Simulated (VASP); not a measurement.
A run of VASP 6.6.1 is set up as follows.

INCAR

```
ALGO = Normal ; EDIFF = 1E-8
ENCUT = 520 ; ISIF = 2
ISMEAR = -1 ; LASPH = T
LCHARG = F ; LEFG = T
LREAL = F ; LWAVE = F
NBANDS = 16 ; NELM = 60
PREC = Accurate ; SIGMA = 0.03
```

The input KPOINTS:

```
k-points
0
Gamma
  6 6 5
```

POSCAR

```
Se
1.0
    4.4236565372      0.0000000000      0.0000000000
   -2.2118282686      3.8309989389      0.0000000000
    0.0000000000      0.0000000000      5.0187864228
Se
3
Direct
    0.2254000000      0.0000000000      0.3333333333
    0.0000000000      0.2254000000      0.6666666667
    0.7746000000      0.7746000000      0.0000000000
```

Potentials or basis: VASP PAW LDA potentials, release 64 (Se).

The run is started by

```bash
$ cat potpaw_LDA.64/Se/POTCAR > POTCAR
$ mpirun -np 1 vasp_std > vasp.out
```

(1) What does it give for the pressure?

(2) What does it give for the band gap on the k mesh?

(3) What does it give for the largest force?

## Answers

(1) -3.1 GPa.

(2) 1.20 eV, indirect (least direct gap 1.34 eV).

(3) 0.124 eV/Å.

Caveat: without QUAD_EFG the Cq values of the log hold for a quadrupole moment of 1 mb, not for the nuclei.
